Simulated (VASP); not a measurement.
# PbSe (Cmc2_1) in VASP: a series of runs

The runs below take PbSe through single point, with PBE+D3(BJ).

Everything below comes from runs of VASP 6.6.1. Logs are shortened: lines on timing, memory, paths and dates and some standing lists are left out, and cuts for length are marked.

## Step 1: The cell of the first run

The structure is orthorhombic, space group Cmc2_1 (No. 36). The conventional cell has a = 4.310 Å, b = 12.268 Å, c = 4.450 Å, α = 90.00°, β = 90.00°, γ = 90.00°. Pb (site symmetry m) has 5 Se at 2.83 to 3.29 Å within 3.7 Å. Within 3.7 Å of Se (site symmetry m) lie 5 Pb at 2.83 to 3.29 Å.

## Step 2: Single point, PBE+D3(BJ) (all Pb atoms moved +0.263 Å, as atom 1 along Cartesian [0 0 1])

The input, INCAR:

```
SYSTEM = PbSe
  PREC = Accurate
  ENCUT = 520
  EDIFF = 1E-7
  ISMEAR = 0
  SIGMA = 0.05
  LREAL = .FALSE.
  LASPH = .TRUE.
  NELM = 60
  ALGO = Normal
  ISIF = 2
  LWAVE = .FALSE.
  LCHARG = .FALSE.
  GGA = PE
  IVDW = 12
  NBANDS = 28
```

The input, KPOINTS:

```
regular mesh
0
G
  8 8 6
  0 0 0
```

The input, POSCAR:

```
PbSe
1.0
    2.1548765900     -6.1339473500      0.0000000000
    2.1548765900      6.1339473500      0.0000000000
    0.0000000000      0.0000000000      4.4504935700
Pb Se
2 2
Direct
    0.6317607300      0.3682392700      0.8089822221
    0.3682392700      0.6317607300      0.3089822221
    0.8612899600      0.1387100400      0.7500000000
    0.1387100400      0.8612899600      0.2500000000
```

Potentials or basis: VASP PAW PBE potentials, release 64 (Pb_d, Se).

Command:

```
cat potpaw_PBE.64/Pb_d/POTCAR potpaw_PBE.64/Se/POTCAR > POTCAR
mpirun -np 1 vasp_std > vasp.out
```

OUTCAR:

```text
SYSTEM = PbSe
   PREC = Accurate
   ENCUT = 520
   EDIFF = 1E-7
   ISMEAR = 0
   LREAL = .FALSE.
   LASPH = .TRUE.
   NELM = 60
   ISIF = 2
   GGA = PE
   IVDW = 12
 IVDW          = 12

 ion  position               nearest neighbor table
   1  0.632  0.368  0.809-   3 2.83   4 2.92   4 2.92   4 3.29   4 3.29   2 3.92   2 3.92
   2  0.368  0.632  0.309-   4 2.83   3 2.92   3 2.92   3 3.29   3 3.29   1 3.92   1 3.92
   3  0.861  0.139  0.750-   1 2.83   2 2.92   2 2.92   2 3.29   2 3.29
   4  0.139  0.861  0.250-   2 2.83   1 2.92   1 2.92   1 3.29   1 3.29

  LATTYP: Found a base centered orthorhombic cell.
 ALAT       =     4.3097531800
 B/A-ratio  =     2.8465422932
 C/A-ratio  =     1.0326562530

  Lattice vectors:

 A1 = (   2.1548765900,  -6.1339473500,   0.0000000000)
 A2 = (   2.1548765900,   6.1339473500,   0.0000000000)
 A3 = (   0.0000000000,   0.0000000000,   4.4504935700)

Analysis of symmetry for initial positions (statically):
=====================================================================
 Subroutine PRICEL returns:
 Original cell was already a primitive cell.

 Routine SETGRP: Setting up the symmetry group for a
 base centered orthorhombic supercell.

 Subroutine GETGRP returns: Found  4 space group operations
 (whereof  2 operations were pure point group operations)
 out of a pool of  8 trial point group operations.

The static configuration has the point symmetry C_1h.
 The point group associated with its full space group is C_2v.

Analysis of symmetry for dynamics (positions and initial velocities):
=====================================================================
 Subroutine PRICEL returns:
 Original cell was already a primitive cell.

 Routine SETGRP: Setting up the symmetry group for a
 base centered orthorhombic supercell.

 Subroutine GETGRP returns: Found  4 space group operations
 (whereof  2 operations were pure point group operations)
 out of a pool of  8 trial point group operations.

The dynamic configuration has the point symmetry C_1h.
 The point group associated with its full space group is C_2v.

 Subroutine INISYM returns: Found  4 space group operations
 (whereof  2 operations are pure point group operations),
 and found     1 'primitive' translations

----------------------------------------------------------------------------------------

                                     Primitive cell
[... 93 lines left out ...]
   ENCUT  =  520.0 eV  38.22 Ry    6.18 a.u.  12.09 12.09  8.27*2*pi/ulx,y,z
   NELM   =     60;   NELMIN=  2; NELMDL= -5     # of ELM steps
   EDIFF  = 0.1E-06   stopping-criterion for ELM
   LREAL  =      F    real-space projection
   EDIFFG = 0.1E-05   stopping-criterion for IOM
   NSW    =      0    number of steps for IOM
   IBRION =     -1    ionic relax: 0-MD 1-quasi-New 2-CG
   NFREE  =      0    steps in history (QN), initial steepest desc. (CG)
   ISIF   =      2    stress and relaxation
   ISYM   =      2    0-nonsym 1-usesym 2-fastsym
   POTIM  = 0.5000    time-step for ionic-motion
   TEBEG  =    0.0;   TEEND  =   0.0 temperature during run
   PSTRESS=    0.0 pullay stress
   NELECT =      40.0000    total number of electrons
   NUPDOWN=      -1.0000    fix difference up-down
   EMIN   =  10.00;   EMAX   =-10.00  energy-range for DOS
   EFERMI =   0.00;   METHOD = LEGACY
   ISMEAR =     0;   SIGMA  =   0.05  broadening in eV -4-tet -1-fermi 0-gaus
   EFERMI_NEDOS =   21; number of points for ismear=-14 and -15
   IALGO  =     38    algorithm
   IMIX   =      4    mixing-type and parameters
     AMIX     =   0.40;   BMIX     =  1.00
     AMIX_MAG =   1.60;   BMIX_MAG =  1.00
  volume/ion in A,a.u.               =      29.41       198.49
  Fermi-wavevector in a.u.,A,eV,Ry     =   1.142601  2.159203 17.762912  1.305537
  Thomas-Fermi vector in A             =   2.279299
   LORBIT       =      0    0 simple, 1 ext, 2 COOP (PROOUT), +10 PAW based schemes
   GGA     = PE    functional components
   LHFCALC =     F    Hartree Fock is set to
   AEXX    =    0.0000 exact exchange contribution
   IVDW    =    12    specifies the selected vdW correction
   LEPSILON=     F    determine dielectric tensor
   LRPA    =     F    only Hartree local field effects (RPA)
 non-spin polarized calculation
 Gauss-broadening in eV      SIGMA  =   0.05
  energy-cutoff  :      520.00
  volume of cell :      117.65
 maximum number of plane-waves:      3192
   NGX = 25   NGY = 25   NGZ = 17

 number of electron      39.9999999 magnetization

 Free energy of the ion-electron system (eV)
  ---------------------------------------------------
  ext. energy  EPLUGINS =         0.00000000
  ---------------------------------------------------
  free energy    TOTEN  =       -16.15348487 eV

  energy without entropy =      -16.15348487  energy(sigma->0) =      -16.15348487

 E-fermi :   4.4475     XC(G=0):  -9.4090

 val. band max:        4.2125248526   @ k =   0.0000   0.0000   0.5000
 cond. band min:       5.3763493553   @ k =   0.3750   0.3750   0.0000
 fundamental gap:      1.1638245027
 Fermi energy:         4.4475361006

 k-point     1 :       0.0000    0.0000    0.0000
  band No.  band energies     occupation
      1     -12.1832      2.00000
      2     -12.0886      2.00000
      3     -12.0883      2.00000
      4     -12.0741      2.00000
      5     -12.0642      2.00000
      6     -12.0560      2.00000
[... 733 lines left out ...]
     27      11.3619      0.00000
     28      11.8688      0.00000

 [... further k-points ...]

------------------------ aborting loop because EDIFF is reached ----------------------------------------

 Edisp (eV)   -1.44126

 E8    (eV) :    -0.6739

  FORCE on cell =-STRESS in cart. coord.  units (eV):
  Direction    XX          YY          ZZ          XY          YZ          ZX
  --------------------------------------------------------------------------------------
  -------------------------------------------------------------------------------------
  Total      -0.03063    -0.47620     0.41168     0.00000     0.00000     0.00000
  in kB      -0.41716    -6.48488     5.60627     0.00000     0.00000     0.00000
  external pressure =       -0.43 kB  Pullay stress =        0.00 kB

 VOLUME and BASIS-vectors are now :
 -----------------------------------------------------------------------------
  energy-cutoff  :      520.00
  volume of cell :      117.65
      direct lattice vectors                 reciprocal lattice vectors
     2.154876590 -6.133947350  0.000000000     0.232031849 -0.081513579  0.000000000
     2.154876590  6.133947350  0.000000000     0.232031849  0.081513579  0.000000000
     0.000000000  0.000000000  4.450493570     0.000000000  0.000000000  0.224694179

 POSITION                                       TOTAL-FORCE (eV/Angst)
 -----------------------------------------------------------------------------------
      2.15488     -1.61643      3.60037         0.000000      0.142834     -0.211077
      2.15488      1.61643      1.37512         0.000000     -0.142834     -0.211077
      2.15488     -4.43227      3.33787         0.000000     -0.097411      0.211077
      2.15488      4.43227      1.11262         0.000000      0.097411      0.211077
 -----------------------------------------------------------------------------------
    total drift:                                0.000001     -0.000000      0.000346

  FREE ENERGIE OF THE ION-ELECTRON SYSTEM (eV)
  ---------------------------------------------------
  free  energy   TOTEN  =       -17.5947457933 eV

  energy  without entropy=      -17.5947457933  energy(sigma->0) =      -17.59474579
```

OSZICAR:

```text
N       E                     dE             d eps       ncg     rms          rms(c)
DAV:   1     0.412389520552E+03    0.41239E+03   -0.18672E+04  4704   0.149E+03
DAV:   2     0.280816502562E+02   -0.38431E+03   -0.37281E+03  4736   0.394E+02
DAV:   3    -0.148374706832E+02   -0.42919E+02   -0.41958E+02  6120   0.150E+02
DAV:   4    -0.166981385417E+02   -0.18607E+01   -0.18544E+01  5520   0.330E+01
DAV:   5    -0.167629191098E+02   -0.64781E-01   -0.64773E-01  6108   0.661E+00    0.405E+00
DAV:   6    -0.161540150824E+02    0.60890E+00   -0.13864E+00  6588   0.754E+00    0.224E+00
DAV:   7    -0.161502658991E+02    0.37492E-02   -0.33381E-01  5556   0.238E+00    0.130E+00
DAV:   8    -0.161562753425E+02   -0.60094E-02   -0.47683E-02  6008   0.185E+00    0.304E-01
DAV:   9    -0.161532666999E+02    0.30086E-02   -0.11514E-02  6576   0.906E-01    0.734E-02
DAV:  10    -0.161534591094E+02   -0.19241E-03   -0.10886E-03  5184   0.152E-01    0.339E-02
DAV:  11    -0.161534850418E+02   -0.25932E-04   -0.10692E-04  6692   0.726E-02    0.107E-02
DAV:  12    -0.161534851069E+02   -0.65051E-07   -0.12773E-05  5432   0.201E-02    0.330E-03
DAV:  13    -0.161534848337E+02    0.27321E-06   -0.22892E-06  5400   0.133E-02    0.108E-03
DAV:  14    -0.161534848672E+02   -0.33486E-07   -0.27628E-07  4424   0.357E-03
   1 F= -.17594746E+02 E0= -.17594746E+02  d E =-.422075E-13
```

Run time: 4.3 min. Hardware: 1 thread of Intel Xeon Platinum 8375C at 2.90GHz (Ice Lake), shared host; peak memory 0.45 GiB.

Results:

| Item | Value |
| --- | --- |
| Free energy | -17.5947 eV |
| Pressure | 0.0 GPa |
| Largest force | 0.255 eV/Å |
| Band gap on the k mesh | 1.16 eV (least direct gap 1.38 eV) |
| Dispersion energy per atom | -0.360 eV |

Forces in eV/Å, atoms in the order of the input:
```
Pb   0.000  0.143 -0.211
Pb   0.000 -0.143 -0.211
Se   0.000 -0.097  0.211
Se   0.000  0.097  0.211
```

Levels at points of the mesh, in eV from the valence-band top:
```
           k point  band 18  band 19  band 20  band 21  band 22  band 23
(0.00, 0.00, 0.00)    -1.61    -1.19    -0.31     3.93     4.42     4.84
(0.50, 0.00, 0.00)    -0.99    -0.45    -0.21     1.77     1.94     2.19
(0.50, 0.50, 0.00)    -1.29    -1.16    -0.51     1.27     3.89     4.22
(0.00, 0.00, 0.50)    -1.04     0.00     0.00     1.56     1.56     2.64
(0.50, 0.00, 0.50)    -3.01    -1.19    -1.19     3.16     3.16     5.62
(0.50, 0.50, 0.50)    -1.00    -0.38    -0.38     1.49     1.49     3.07
```

Caveat: the cell differs from its parent crystal (all Pb atoms moved +0.263 Å, as atom 1 along Cartesian [0 0 1]); spin-orbit coupling is left out, which moves the levels of the heavy elements. A k mesh can miss the band edges.

## Step 3: Single point, PBE+D3(BJ) (all Pb atoms moved +0.188 Å, as atom 1 along Cartesian [0 0 1])

The input, INCAR:

```
ALGO     = Normal         # electronic algorithm
EDIFF    = 1E-6           # SCF threshold, eV
ENCUT    = 520            # plane-wave cutoff, eV
GGA      = PE             # functional
ISIF     = 2              # what is computed and relaxed
ISMEAR   = 0              # smearing method
IVDW     = 12             # dispersion correction
LASPH    = True           # aspherical terms in the spheres
LCHARG   = False          # write CHGCAR
LREAL    = False          # projectors in reciprocal space
LWAVE    = False          # write WAVECAR
NBANDS   = 28             # bands
NELM     = 80             # most SCF steps
PREC     = Accurate       # precision mode
SIGMA    = 0.05           # smearing width, eV
```

The input, KPOINTS:

```
k-points
0
Gamma
  8 8 6
```

POSCAR, as its differences from that of step 2:

```diff
@@ -8,4 +8,4 @@
 Direct
-    0.6317607300      0.3682392700      0.8089822221
-    0.3682392700      0.6317607300      0.3089822221
+    0.6317607300      0.3682392700      0.7921301586
+    0.3682392700      0.6317607300      0.2921301586
     0.8612899600      0.1387100400      0.7500000000
```

Potentials or basis: VASP PAW PBE potentials, release 64 (Pb_d, Se).

Command:

```
cat potpaw_PBE.64/Pb_d/POTCAR potpaw_PBE.64/Se/POTCAR > POTCAR
mpirun -np 1 vasp_std > vasp.out
```

OUTCAR:

```text
EDIFF = 1E-6
   ENCUT = 520
   GGA = PE
   ISIF = 2
   ISMEAR = 0
   IVDW = 12
   LASPH = True
   LREAL = False
   NELM = 80
   PREC = Accurate
 IVDW          = 12

 ion  position               nearest neighbor table
   1  0.632  0.368  0.792-   3 2.82   4 2.97   4 2.97   4 3.24   4 3.24   2 3.92   2 3.92
   2  0.368  0.632  0.292-   4 2.82   3 2.97   3 2.97   3 3.24   3 3.24   1 3.92   1 3.92
   3  0.861  0.139  0.750-   1 2.82   2 2.97   2 2.97   2 3.24   2 3.24
   4  0.139  0.861  0.250-   2 2.82   1 2.97   1 2.97   1 3.24   1 3.24

  LATTYP: Found a base centered orthorhombic cell.
 ALAT       =     4.3097531800
 B/A-ratio  =     2.8465422932
 C/A-ratio  =     1.0326562530

  Lattice vectors:

 A1 = (   2.1548765900,  -6.1339473500,   0.0000000000)
 A2 = (   2.1548765900,   6.1339473500,   0.0000000000)
 A3 = (   0.0000000000,   0.0000000000,   4.4504935700)

Analysis of symmetry for initial positions (statically):
=====================================================================
 Subroutine PRICEL returns:
 Original cell was already a primitive cell.

 Routine SETGRP: Setting up the symmetry group for a
[... 175 lines left out ...]

 val. band max:        4.2208388104   @ k =   0.0000   0.0000   0.5000
 cond. band min:       5.3618676903   @ k =   0.3750   0.3750   0.0000
 fundamental gap:      1.1410288798
 Fermi energy:         4.4625826670

 k-point     1 :       0.0000    0.0000    0.0000
  band No.  band energies     occupation
      1     -12.1928      2.00000
      2     -12.1039      2.00000
      3     -12.1023      2.00000
      4     -12.0926      2.00000
      5     -12.0778      2.00000
      6     -12.0718      2.00000
[... 733 lines left out ...]
     27      11.3746      0.00000
     28      11.8010      0.00000

 [... further k-points ...]

------------------------ aborting loop because EDIFF is reached ----------------------------------------

 Edisp (eV)   -1.44094

 E8    (eV) :    -0.6737

  FORCE on cell =-STRESS in cart. coord.  units (eV):
  Direction    XX          YY          ZZ          XY          YZ          ZX
  --------------------------------------------------------------------------------------
  -------------------------------------------------------------------------------------
  Total      -0.41957    -0.51171    -0.14837     0.00000     0.00000     0.00000
  in kB      -5.71361    -6.96839    -2.02052     0.00000     0.00000     0.00000
  external pressure =       -4.90 kB  Pullay stress =        0.00 kB

 VOLUME and BASIS-vectors are now :
 -----------------------------------------------------------------------------
  energy-cutoff  :      520.00
  volume of cell :      117.65
      direct lattice vectors                 reciprocal lattice vectors
     2.154876590 -6.133947350  0.000000000     0.232031849 -0.081513579  0.000000000
     2.154876590  6.133947350  0.000000000     0.232031849  0.081513579  0.000000000
     0.000000000  0.000000000  4.450493570     0.000000000  0.000000000  0.224694179

 POSITION                                       TOTAL-FORCE (eV/Angst)
 -----------------------------------------------------------------------------------
      2.15488     -1.61643      3.52537         0.000000      0.121849     -0.099168
      2.15488      1.61643      1.30012         0.000000     -0.121849     -0.099168
      2.15488     -4.43227      3.33787         0.000000     -0.116148      0.099168
      2.15488      4.43227      1.11262         0.000000      0.116148      0.099168
 -----------------------------------------------------------------------------------
    total drift:                                0.000001     -0.000000     -0.000439

  FREE ENERGIE OF THE ION-ELECTRON SYSTEM (eV)
  ---------------------------------------------------
  free  energy   TOTEN  =       -17.6173059610 eV

  energy  without entropy=      -17.6173059610  energy(sigma->0) =      -17.61730596
```

stdout:

```text
POSCAR found type information on POSCAR PbSe
 POSCAR found :  2 types and       4 ions
 scaLAPACK will be used
 LDA part: xc-table for (Slater+PW92), standard interpolation
 POSCAR, INCAR and KPOINTS ok, starting setup
 FFT: planning ... GRIDC
 FFT: planning ... GRID_SOFT
 FFT: planning ... GRID
 WAVECAR not read
 entering main loop
```

Run time: 3.9 min. Hardware: 1 thread of Intel Xeon Platinum 8375C at 2.90GHz (Ice Lake), shared host; peak memory 0.44 GiB.

Results:

* Free energy: -17.6173 eV
* Pressure: -0.5 GPa
* Largest force: 0.157 eV/Å
* Band gap on the k mesh: 1.14 eV (least direct gap 1.32 eV)
* Dispersion energy per atom: -0.360 eV

Forces in eV/Å, atoms in the order of the input:
```
Pb   0.000  0.122 -0.099
Pb   0.000 -0.122 -0.099
Se   0.000 -0.116  0.099
Se   0.000  0.116  0.099
```

Levels at points of the mesh, in eV from the valence-band top:
| k point | band 17 | band 18 | band 19 | band 20 | band 21 | band 22 | band 23 | band 24 |
| --- | --- | --- | --- | --- | --- | --- | --- | --- |
| (0.00, 0.00, 0.00) | -2.16 | -1.56 | -1.22 | -0.33 | 4.17 | 4.47 | 4.79 | 5.09 |
| (0.50, 0.00, 0.00) | -1.23 | -0.94 | -0.44 | -0.21 | 1.68 | 1.82 | 2.06 | 2.62 |
| (0.50, 0.50, 0.00) | -2.00 | -1.42 | -1.11 | -0.52 | 1.24 | 4.03 | 4.41 | 4.78 |
| (0.00, 0.00, 0.50) | -0.95 | -0.95 | 0.00 | 0.00 | 1.57 | 1.57 | 2.53 | 2.53 |
| (0.50, 0.00, 0.50) | -3.01 | -3.01 | -1.21 | -1.21 | 3.19 | 3.19 | 5.56 | 5.56 |
| (0.50, 0.50, 0.50) | -0.97 | -0.97 | -0.37 | -0.37 | 1.43 | 1.43 | 2.97 | 2.97 |

Caveat: the cell differs from its parent crystal (all Pb atoms moved +0.188 Å, as atom 1 along Cartesian [0 0 1]); spin-orbit coupling is left out, which moves the levels of the heavy elements.

[end of part 1 of 2]
